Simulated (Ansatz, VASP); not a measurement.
Ge in VASP and in Ansatz

```
CELL_PARAMETERS angstrom
0.00000 2.77797 2.87620
2.77797 0.00000 2.87620
2.77797 2.77797 0.00000
ATOMIC_POSITIONS crystal
Ge 0.50000 0.50000 0.50000
Ge 0.75000 0.75000 0.75000
```

Change from the starting cell: mode 4 frozen in at +0.000 Å, strain +e along z and -e/2 along x and y +0.0233.

Alike in both runs: task single point; functional LDA; k mesh 14 × 14 × 14; occupations gaussian, width 0.15 eV; no spin polarisation.

```csv
,VASP,Ansatz
version,VASP 6.6.1,Ansatz 0.2.0
potentials or method,"VASP PAW LDA potentials, release 64 (Ge_d), cutoff 520 eV","scalar-relativistic, plane waves, PAW"
valence electrons in the cell,28,28
```

VASP gave:

```
gap on the k mesh at the Fermi level (eV)                     : none
pressure (GPa)                                                : 0.3
traceless stress, the component that is largest in VASP (GPa) : -1.83
```

Q: What did Ansatz give for the same quantities?

A: gap on the k mesh at the Fermi level (eV): none; pressure (GPa): 0.1; traceless stress, the component that is largest in VASP (GPa): -1.82.

Ansatz warns that its potentials were made for another functional, while VASP's fit it. LDA's correlation is that of Perdew and Zunger in VASP and of Perdew and Wang (1992) in Ansatz. A gap of «none» marks a metal or a gap that the smearing closes.
